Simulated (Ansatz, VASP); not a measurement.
# Two plane-wave programs on Al3Cu

Contents of INCAR:

```
SYSTEM = Al3Cu
PREC = Accurate
ENCUT = 520
EDIFF = 1E-7
ISMEAR = 0
SIGMA = 0.15
LREAL = .False.
LASPH = .True.
NELM = 60
ALGO = Fast
ISIF = 2
LWAVE = .False.
LCHARG = .False.
GGA = CA
NBANDS = 18
```

The input KPOINTS:

```
regular mesh
0
Gamma
  12 12 12
  0 0 0
```

POSCAR

```
Al3Cu
1.0
    4.2024522770      0.0000000000      0.0000000000
    0.0000000000      4.2024522770      0.0000000000
    0.0000000000      0.0000000000      3.5031642181
Al Cu
3 1
Direct
    0.0000000000      0.5000000000      0.5000000000
    0.5000000000      0.0000000000      0.5000000000
    0.5000000000      0.5000000000      0.0000000000
    0.0000000000      0.0000000000      0.0000000000
```

Input for Ansatz:

```yaml
crystal:
  lattice:
    - [4.202452277, 0.0, 0.0]
    - [0.0, 4.202452277, 0.0]
    - [0.0, 0.0, 3.5031642181]
  atoms:
    - { symbol: Al, position: [0.0, 0.5, 0.5] }
    - { symbol: Al, position: [0.5, 0.0, 0.5] }
    - { symbol: Al, position: [0.5, 0.5, 0.0] }
    - { symbol: Cu, position: [0.0, 0.0, 0.0] }
basis:
  ecutwfc: 520.0
kpoints:
  mp_grid: { grid: [12, 12, 12] }
hamiltonian:
  xc: lda
  pseudopotentials: { kind: paw, azcp: { folder: soft_1 } }
scf:
  occupations: { method: gaussian, width: 0.15 }
output:
  forces: true
  stress: true
  eigenvalues: true
```

Alike in both runs: task single point; functional LDA; k mesh 12 × 12 × 12; occupations gaussian, width 0.15 eV; no spin polarisation.

```csv
,VASP,Ansatz
version,VASP 6.6.1,Ansatz 0.2.0
potentials or method,"VASP PAW LDA potentials, release 64 (Al, Cu), cutoff 520 eV","scalar-relativistic, plane waves, PAW"
valence electrons in the cell,20,28
```

|  | VASP | Ansatz | Ansatz less VASP |
| --- | --- | --- | --- |
| gap on the k mesh at the Fermi level (eV) | none | none | - |
| pressure (GPa) | -5.7 | -5.9 | -0.20 |
| traceless stress, the component that is largest in VASP (GPa) | 4.14 | 4.16 | +0.017 |

Ansatz warns that its potentials were made for another functional, while VASP's fit it. LDA's correlation is that of Perdew and Zunger in VASP and of Perdew and Wang (1992) in Ansatz. A gap of «none» marks a metal or a gap that the smearing closes. VASP's potentials hold 20 valence electrons a cell and Ansatz's 28, so a difference there can come from the potentials and not from the codes.
